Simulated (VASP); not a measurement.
Input of a VASP 6.6.1 run:

INCAR

```
PREC = Accurate ; ENCUT = 520
EDIFF = 1E-6 ; ISMEAR = -1
SIGMA = 0.05 ; LREAL = False
LASPH = True ; NELM = 100
ALGO = Normal ; ISIF = 2
LWAVE = False ; LCHARG = False
GGA = PE ; NBANDS = 15
```

The input KPOINTS:

```
Automatic mesh
0
Gamma
  9 9 9
```

File POSCAR:

```
BaTe
1.0
    4.2138837783      0.0000000000      0.0000000000
    0.0000000000      4.2138837783      0.0000000000
    0.0000000000      0.0000000000      4.2138837783
Ba Te
1 1
Direct
    0.0000000000      0.0000000000      0.0000000000
    0.5000000000      0.5000000000      0.5000000000
```

Potentials or basis: VASP PAW PBE potentials, release 64 (Ba_sv, Te).

Command:

```console
$ cat potpaw_PBE.64/Ba_sv/POTCAR potpaw_PBE.64/Te/POTCAR > POTCAR
$ mpirun -np 1 vasp_std > vasp.out
```

Question: Predict the band gap on the k mesh.

Answer: 0.79 eV (least direct gap 1.08 eV).

Question: Predict the pressure.

Answer: 1.2 GPa.

Caveat: spin-orbit coupling is left out, which moves the levels of the heavy elements; an odd mesh through Γ misses points on the zone boundary, where band edges can lie.
